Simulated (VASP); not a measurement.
TeAs, 2 atoms in the cell. Symmetry: I4/mmm, No. 139, tetragonal system. The conventional cell has a = 3.567 Å, b = 3.567 Å, c = 5.935 Å, α = 90.00°, β = 90.00°, γ = 90.00°. Within 3.3 Å of Te (site symmetry 4/mmm) lie 6 As at 2.52 to 2.97 Å. Within 3.3 Å of As (site symmetry 4/mmm) lie 6 Te at 2.52 to 2.97 Å.  This cell differs from its parent crystal: strain -0.1500 x Voigt [1, 1, 0, 0, 0, 0].

```yaml
Program: VASP 6.6.1
Task: single point
Functional: r2SCAN
Potentials_or_basis: VASP PAW PBE potentials, release 64 (Te, As)
Cutoff: 520 eV
k_mesh: 14 × 14 × 14
Occupations: gaussian, width 0.15 eV
Spin: no spin polarisation
Dipole_correction: no
Further_INCAR_settings: ALGO = Normal; EDIFF = 1e-07; NBANDS = 12
```

Potentials or basis: VASP PAW PBE potentials, release 64 (Te, As).

The run is started by

```sh
$ cat potpaw_PBE.64/Te/POTCAR potpaw_PBE.64/As/POTCAR > POTCAR
$ cp INCAR.step1 INCAR
$ mpirun -np 1 vasp_std > vasp.out
$ cp INCAR.step2 INCAR
$ mpirun -np 1 vasp_std > vasp.out
```

Hardware: 1 thread of Intel(R) Xeon(R) 6975P-C (Granite Rapids), on a shared host.

How long does it take, and how much memory?

Run time: 3.8 min on 1 thread of Intel(R) Xeon(R) 6975P-C (Granite Rapids), with other jobs on the host, peak memory 0.27 GiB. Counts: k points 244.
